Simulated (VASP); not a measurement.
# AlNi3 (R-3m) in VASP: notebook

The runs below take AlNi3 through single point, with PBEsol.

Program: VASP 6.6.1. These are calculated values, not measurements. Logs are shortened: lines on timing, memory, paths and dates and some standing lists are left out, and cuts for length are marked.

## Step 1: The cell of the first run

The structure is trigonal, space group R-3m (No. 166). The conventional cell has a = 3.795 Å, b = 3.795 Å, c = 10.370 Å, α = 90.00°, β = 90.00°, γ = 120.00°. Al (site symmetry -3m) has 14 Ni at 2.36 to 2.79 Å within 3.1 Å. Ni (site symmetry 3m) has 4 Al at 2.36 to 2.59 Å and 10 Ni at 2.36 to 2.79 Å within 3.1 Å. Ni (site symmetry -3m) has 8 Ni at 2.36 to 2.59 Å and 6 Al at 2.79 Å within 3.1 Å.

## Step 2: Single point, PBEsol (10.78 Å³/atom)

Contents of INCAR:

```
ALGO = Fast
EDIFF = 1E-7
ENCUT = 520
GGA = PS
ISIF = 2
ISMEAR = 0
LASPH = T
LCHARG = T
LELF = T
LREAL = F
LVHAR = T
LWAVE = F
NBANDS = 24
NELM = 100
PREC = Accurate
SIGMA = 0.15
```

Contents of KPOINTS:

```
k-points
0
Gamma
  14 14 14
```

Contents of POSCAR:

```
AlNi3
1.0
    0.2064749408      2.8902913291      2.8902913291
    2.8902913291      0.2064749408      2.8902913291
    2.8902913291      2.8902913291      0.2064749408
Al Ni
1 3
Direct
    0.5000000000      0.5000000000      0.5000000000
    0.2500000000      0.2500000000      0.2500000000
    0.0000000000      0.0000000000      0.0000000000
    0.7500000000      0.7500000000      0.7500000000
```

Potentials or basis: VASP PAW PBE potentials, release 64 (Al, Ni).

On the command line:

```bash
$ cat potpaw_PBE.64/Al/POTCAR potpaw_PBE.64/Ni/POTCAR > POTCAR
$ mpirun -np 1 vasp_std > vasp.out
```

OUTCAR:

```text
EDIFF = 1E-7
   ENCUT = 520
   GGA = PS
   ISIF = 2
   ISMEAR = 0
   LASPH = T
   LREAL = F
   NELM = 100
   PREC = Accurate

 ion  position               nearest neighbor table
   1  0.500  0.500  0.500-   2 2.36   2 2.36   2 2.36   4 2.36   4 2.36   4 2.36   4 2.59   2 2.59
                             3 2.79   3 2.79   3 2.79   3 2.79   3 2.79   3 2.79
   2  0.250  0.250  0.250-   3 2.36   3 2.36   3 2.36   1 2.36   1 2.36   1 2.36   3 2.59   1 2.59
                             4 2.79   4 2.79   4 2.79   4 2.79   4 2.79   4 2.79
   3  0.000  0.000  0.000-   4 2.36   4 2.36   4 2.36   2 2.36   2 2.36   2 2.36   4 2.59   2 2.59
                             1 2.79   1 2.79   1 2.79   1 2.79   1 2.79   1 2.79
   4  0.750  0.750  0.750-   1 2.36   1 2.36   1 2.36   3 2.36   3 2.36   3 2.36   3 2.59   1 2.59
                             2 2.79   2 2.79   2 2.79   2 2.79   2 2.79   2 2.79

  LATTYP: Found a trigonal (rhomboedric) cell.
 ALAT       =     4.0927007996
 COS(alpha) =     0.5699830165

  Lattice vectors:

 A1 = (   0.2064749408,   2.8902913291,   2.8902913291)
 A2 = (   2.8902913291,   0.2064749408,   2.8902913291)
 A3 = (   2.8902913291,   2.8902913291,   0.2064749408)

Analysis of symmetry for initial positions (statically):
=====================================================================
 Subroutine PRICEL returns:
 Original cell was already a primitive cell.

 Routine SETGRP: Setting up the symmetry group for a
 trigonal (rhombohedral) supercell.

 Subroutine GETGRP returns: Found 12 space group operations
 (whereof 12 operations were pure point group operations)
 out of a pool of 12 trial point group operations.

The static configuration has the point symmetry D_3d.

Analysis of symmetry for dynamics (positions and initial velocities):
=====================================================================
 Subroutine PRICEL returns:
 Original cell was already a primitive cell.

 Routine SETGRP: Setting up the symmetry group for a
 trigonal (rhombohedral) supercell.

 Subroutine GETGRP returns: Found 12 space group operations
 (whereof 12 operations were pure point group operations)
 out of a pool of 12 trial point group operations.

The dynamic configuration has the point symmetry D_3d.

 Subroutine INISYM returns: Found 12 space group operations
 (whereof 12 operations are pure point group operations),
 and found     1 'primitive' translations

----------------------------------------------------------------------------------------

                                     Primitive cell

  volume of cell :      43.1240

  direct lattice vectors                    reciprocal lattice vectors
     0.206474941  2.890291329  2.890291329    -0.192726836  0.179876895  0.179876895
     2.890291329  0.206474941  2.890291329     0.179876895 -0.192726836  0.179876895
     2.890291329  2.890291329  0.206474941     0.179876895  0.179876895 -0.192726836

  length of vectors
     4.092700800  4.092700800  4.092700800     0.319147346  0.319147346  0.319147346

  position of ions in fractional coordinates (direct lattice)
     0.500000000  0.500000000  0.500000000
     0.250000000  0.250000000  0.250000000
     0.000000000  0.000000000  0.000000000
     0.750000000  0.750000000  0.750000000

  ion indices of the primitive-cell ions
   primitive index   ion index
                 1           1
                 2           2
                 3           3
                 4           4

----------------------------------------------------------------------------------------

 KPOINTS: k-points

Automatic generation of k-mesh.
 Grid dimensions read from file:
 generate k-points for:   14   14   14

 Generating k-lattice:

  Cartesian coordinates                     Fractional coordinates (reciprocal lattice)
    -0.013766203  0.012848350  0.012848350     0.071428571  0.000000000  0.000000000
     0.012848350 -0.013766203  0.012848350     0.000000000  0.071428571  0.000000000
     0.012848350  0.012848350 -0.013766203     0.000000000  0.000000000  0.071428571

  Length of vectors
     0.022796239  0.022796239  0.022796239

  Shift w.r.t. Gamma in fractional coordinates (k-lattice)
     0.000000000  0.000000000  0.000000000

 Subroutine IBZKPT returns following result:
 ===========================================

 Found    288 irreducible k-points:

 Following reciprocal coordinates:
            Coordinates               Weight
  0.000000  0.000000  0.000000      1.000000
  0.071429 -0.000000 -0.000000      6.000000
  0.142857  0.000000  0.000000      6.000000
  0.214286  0.000000  0.000000      6.000000
  0.285714  0.000000 -0.000000      6.000000
  0.357143  0.000000  0.000000      6.000000
[... 16 lines left out ...]
  0.214286  0.142857  0.000000     12.000000
  0.285714  0.142857 -0.000000     12.000000
 [... further k-points ...]
   k-points           NKPTS =    288   k-points in BZ     NKDIM =    288   number of bands    NBANDS=     24
   number of dos      NEDOS =    301   number of ions     NIONS =      4
   total plane-waves  NPLWV =  27000
   dimension x,y,z NGX =    30 NGY =   30 NGZ =   30
   dimension x,y,z NGXF=    60 NGYF=   60 NGZF=   60
   ions per type =               1   3
   NGX,Y,Z   is equivalent  to a cutoff of  12.19, 12.19, 12.19 a.u.
   NGXF,Y,Z  is equivalent  to a cutoff of  24.37, 24.37, 24.37 a.u.
 SYSTEM =  unknown system
   PREC   = accura    normal or accurate (medium, high low for compatibility)
   ISTART =      0    job   : 0-new  1-cont  2-samecut
   ICHARG =      2    charge: 1-file 2-atom 10-const
   ISPIN  =      1    spin polarized calculation?
   LNONCOLLINEAR =      F non collinear calculations
   LSORBIT =      F    spin-orbit coupling
   LASPH  =      T    aspherical Exc in radial PAW
   ENCUT  =  520.0 eV  38.22 Ry    6.18 a.u.   7.61  7.61  7.61*2*pi/ulx,y,z
   NELM   =    100;   NELMIN=  2; NELMDL= -5     # of ELM steps
   EDIFF  = 0.1E-06   stopping-criterion for ELM
   LREAL  =      F    real-space projection
   EDIFFG = 0.1E-05   stopping-criterion for IOM
   NSW    =      0    number of steps for IOM
   IBRION =     -1    ionic relax: 0-MD 1-quasi-New 2-CG
   NFREE  =      0    steps in history (QN), initial steepest desc. (CG)
   ISIF   =      2    stress and relaxation
   ISYM   =      2    0-nonsym 1-usesym 2-fastsym
   POTIM  = 0.5000    time-step for ionic-motion
   TEBEG  =    0.0;   TEEND  =   0.0 temperature during run
   PSTRESS=    0.0 pullay stress
   NELECT =      33.0000    total number of electrons
   NUPDOWN=      -1.0000    fix difference up-down
   EMIN   =  10.00;   EMAX   =-10.00  energy-range for DOS
   EFERMI =   0.00;   METHOD = LEGACY
   ISMEAR =     0;   SIGMA  =   0.15  broadening in eV -4-tet -1-fermi 0-gaus
   EFERMI_NEDOS =   21; number of points for ismear=-14 and -15
   IALGO  =     68    algorithm
   IMIX   =      4    mixing-type and parameters
     AMIX     =   0.40;   BMIX     =  1.00
     AMIX_MAG =   1.60;   BMIX_MAG =  1.00
  volume/ion in A,a.u.               =      10.78        72.75
  Fermi-wavevector in a.u.,A,eV,Ry     =   1.497407  2.829689 30.507352  2.242227
  Thomas-Fermi vector in A             =   2.609299
   LORBIT       =      0    0 simple, 1 ext, 2 COOP (PROOUT), +10 PAW based schemes
   GGA     = PS    functional components
   LHFCALC =     F    Hartree Fock is set to
   AEXX    =    0.0000 exact exchange contribution
   IVDW    =     0    specifies the selected vdW correction
   LEPSILON=     F    determine dielectric tensor
   LRPA    =     F    only Hartree local field effects (RPA)
 non-spin polarized calculation
 RMM-DIIS sequential band-by-band and
 Gauss-broadening in eV      SIGMA  =   0.15
  energy-cutoff  :      520.00
  volume of cell :       43.12
 maximum number of plane-waves:      1174
   NGX = 15   NGY = 15   NGZ = 15

 number of electron      32.9999990 magnetization

 Free energy of the ion-electron system (eV)
  ---------------------------------------------------
  ext. energy  EPLUGINS =         0.00000000
  ---------------------------------------------------
  free energy    TOTEN  =       -23.77921660 eV

  energy without entropy =      -23.75002959  energy(sigma->0) =      -23.76462310

 E-fermi :  10.0906     XC(G=0): -13.0655

 val. band max:       10.0879821534   @ k =  -0.4286   0.3571   0.2857
 cond. band min:      10.0908530222   @ k =  -0.4286  -0.4286   0.1429
 fundamental gap:      0.0028708687
 Fermi energy:        10.0906184583

 k-point     1 :       0.0000    0.0000    0.0000
  band No.  band energies     occupation
      1      -0.2594      2.00000
      2       6.3101      2.00000
      3       6.3634      2.00000
      4       6.3634      2.00000
      5       6.6044      2.00000
      6       6.6044      2.00000
[... 16 lines left out ...]
     23      17.9829      0.00000
     24      18.9037      0.00000

 k-point     2 :       0.0714   -0.0000   -0.0000
  band No.  band energies     occupation
      1      -0.1779      2.00000
      2       6.2396      2.00000
      3       6.3534      2.00000
      4       6.4462      2.00000
      5       6.5827      2.00000
      6       6.6659      2.00000
[... 16 lines left out ...]
     23      18.1416      0.00000
     24      18.6801      0.00000

 k-point     3 :       0.1429    0.0000    0.0000
  band No.  band energies     occupation
      1       0.0647      2.00000
      2       6.1809      2.00000
      3       6.3570      2.00000
      4       6.4015      2.00000
      5       6.6641      2.00000
      6       6.8101      2.00000
[... 16 lines left out ...]
     23      17.8049      0.00000
     24      18.5874      0.00000

 k-point     4 :       0.2143    0.0000    0.0000
  band No.  band energies     occupation
      1       0.4630      2.00000
      2       6.1451      2.00000
      3       6.2135      2.00000
      4       6.4003      2.00000
      5       6.8280      2.00000
      6       6.9885      2.00000
[... 16 lines left out ...]
     23      17.5085      0.00000
     24      18.5940      0.00000

 k-point     5 :       0.2857    0.0000   -0.0000
  band No.  band energies     occupation
      1       1.0075      2.00000
      2       5.8105      2.00000
      3       6.1597      2.00000
      4       6.4818      2.00000
      5       6.9925      2.00000
      6       7.1540      2.00000
[... 16 lines left out ...]
     23      18.0032      0.00000
     24      18.6382      0.00000

 k-point     6 :       0.3571    0.0000    0.0000
  band No.  band energies     occupation
      1       1.6824      2.00000
      2       5.1519      2.00000
      3       6.1697      2.00000
      4       6.5843      2.00000
      5       7.0984      2.00000
      6       7.2024      2.00000
[... 16 lines left out ...]
     23      18.3492      0.00000
     24      19.2338      0.00000
[... 379 lines left out ...]
 k-point    21 :      -0.0714    0.0714    0.0000
  band No.  band energies     occupation
      1      -0.0378      2.00000
      2       6.1809      2.00000
      3       6.3332      2.00000
      4       6.5320      2.00000
      5       6.5865      2.00000
      6       6.7317      2.00000
[... 16 lines left out ...]
     23      18.0229      0.00000
     24      18.0244      0.00000

 k-point    22 :       0.1429    0.1429   -0.0000
  band No.  band energies     occupation
      1       0.1518      2.00000
      2       5.9541      2.00000
      3       6.5129      2.00000
      4       6.5355      2.00000
      5       6.6933      2.00000
      6       6.7367      2.00000
[... 16 lines left out ...]
     23      17.7977      0.00000
     24      19.1798      0.00000

 k-point    23 :       0.2143    0.1429    0.0000
  band No.  band energies     occupation
      1       0.4335      2.00000
      2       5.8248      2.00000
      3       6.5065      2.00000
      4       6.6146      2.00000
      5       6.7379      2.00000
      6       6.8757      2.00000
[... 16 lines left out ...]
     23      17.9737      0.00000
     24      19.3295      0.00000

 k-point    24 :       0.2857    0.1429   -0.0000
  band No.  band energies     occupation
      1       0.8660      2.00000
      2       5.7015      2.00000
      3       6.4492      2.00000
      4       6.6202      2.00000
      5       6.8443      2.00000
      6       6.9983      2.00000
[... 16 lines left out ...]
     23      18.0469      0.00000
     24      19.3733      0.00000

 [... further k-points ...]

------------------------ aborting loop because EDIFF is reached ----------------------------------------

  FORCE on cell =-STRESS in cart. coord.  units (eV):
  Direction    XX          YY          ZZ          XY          YZ          ZX
  --------------------------------------------------------------------------------------
  -------------------------------------------------------------------------------------
  Total        1.6187148      1.6187148      1.6187148     -2.5254500     -2.5254500     -2.5254500
  in kB       60.1397861     60.1397861     60.1397861    -93.8275382    -93.8275382    -93.8275382
  external PRESSURE =      60.1397861 kB  Pullay stress =       0.0000000 kB

 VOLUME and BASIS-vectors are now :
 -----------------------------------------------------------------------------
  energy-cutoff  :      520.00
  volume of cell :       43.12
      direct lattice vectors                 reciprocal lattice vectors
     0.206474941  2.890291329  2.890291329    -0.192726836  0.179876895  0.179876895
     2.890291329  0.206474941  2.890291329     0.179876895 -0.192726836  0.179876895
     2.890291329  2.890291329  0.206474941     0.179876895  0.179876895 -0.192726836

 POSITION                                       TOTAL-FORCE (eV/Angst)
 -----------------------------------------------------------------------------------
      2.99353      2.99353      2.99353        -0.000000     -0.000000      0.000000
      1.49676      1.49676      1.49676        -0.055946     -0.055946     -0.055946
      0.00000      0.00000      0.00000        -0.000000      0.000000      0.000000
      4.49029      4.49029      4.49029         0.055946      0.055946      0.055946
 -----------------------------------------------------------------------------------
    total drift:                                0.000000     -0.000000      0.000000

  FREE ENERGIE OF THE ION-ELECTRON SYSTEM (eV)
  ---------------------------------------------------
  free  energy   TOTEN  =       -23.7792166050 eV

  energy  without entropy=      -23.7500295895  energy(sigma->0) =      -23.76462310
```

It took 3.4 min on 1 thread of Intel Xeon 6975P-C (Granite Rapids), shared host; peak memory 0.36 GiB.

What came out:

- Free energy: -23.7792 eV
- Pressure: 6.0 GPa
- Largest force: 0.097 eV/Å
- Band gap on the k mesh: zero (an odd number of electrons rules out a gap without spin polarisation)

Forces on the atoms (eV/Å):
```
Al   0.000  0.000  0.000
Ni  -0.056 -0.056 -0.056
Ni   0.000  0.000  0.000
Ni   0.056  0.056  0.056
```

Stress tensor (GPa, compression positive):
```
 6.01 -9.38 -9.38
-9.38  6.01 -9.38
-9.38 -9.38  6.01
```

Caveat: the cell stands under pressure; the PAW data sets were made with another functional, which shifts forces and pressure a little.

[end of part 1 of 3]
